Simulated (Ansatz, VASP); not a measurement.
## Two plane-wave programs on ZrS

```
CELL_PARAMETERS angstrom
0.00000 2.65165 2.61246
2.65165 0.00000 2.61246
2.65165 2.65165 0.00000
ATOMIC_POSITIONS crystal
Zr 0.00000 0.00000 0.00000
S 0.50000 0.50000 0.50000
```

Change from the starting cell: strain +0.015 along x and y, +0.000 along z, atoms carried along.

Alike in both runs: task single point; functional r2SCAN; k mesh 20 × 20 × 20; occupations gaussian, width 0.15 eV; no spin polarisation.

|  | VASP | Ansatz |
| --- | --- | --- |
| version | VASP 6.6.1 | Ansatz 0.2.0 |
| potentials or method | VASP PAW PBE potentials, release 64 (Zr_sv, S), cutoff 520 eV | scalar-relativistic, plane waves, PAW |
| valence electrons in the cell | 18 | 18 |

|  | VASP | Ansatz | Ansatz less VASP |
| --- | --- | --- | --- |
| gap on the k mesh at the Fermi level (eV) | none | none | - |
| pressure (GPa) | -3.9 | -3.9 | +0.01 |
| traceless stress, the component that is largest in VASP (GPa) | 2.52 | 2.51 | -0.006 |

VASP's potentials were made for PBE, not for r2SCAN. A gap of «none» marks a metal or a gap that the smearing closes.
